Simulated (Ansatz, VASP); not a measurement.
SiO2 in VASP and in Ansatz

```
Si O
1.0
     4.20414    0.00000    0.00000
     0.00000    4.20414    0.00000
     0.00000    0.00000    2.68180
Si O
2 4
Direct
  0.00000 0.00000 0.00000
  0.50000 0.50000 0.50000
  0.30614 0.30614 0.00000
  0.69386 0.69386 0.00000
  0.19386 0.80614 0.50000
  0.80614 0.19386 0.50000
```

Alike in both runs: task single point; functional PBE; dispersion D3(BJ); k mesh 6 × 6 × 8; occupations gaussian, width 0.02 eV; no spin polarisation.

|  | VASP | Ansatz |
| --- | --- | --- |
| version | VASP 6.6.1 | Ansatz 0.2.0 |
| potentials or method | VASP PAW PBE potentials, release 64 (Si, O), cutoff 600 eV | scalar-relativistic, plane waves, PAW |
| valence electrons in the cell | 32 | 32 |

Ansatz gave:

| Quantity | Value |
| --- | --- |
| gap on the k mesh at the Fermi level (eV) | 5.31 |
| least direct gap on the mesh (eV) | 5.31 |
| pressure (GPa) | 0.0 |
| traceless stress, the component that is largest in VASP (GPa) | 0.01 |
| rms of the force components (eV/Å) | 0.000 |

What did VASP give for the same quantities?

gap on the k mesh at the Fermi level (eV): 5.30; least direct gap on the mesh (eV): 5.30; pressure (GPa): -0.1; traceless stress, the component that is largest in VASP (GPa): 0.45; rms of the force components (eV/Å): 0.008.

Atom by atom the forces differ by 0.008 eV/Å (rms over components).
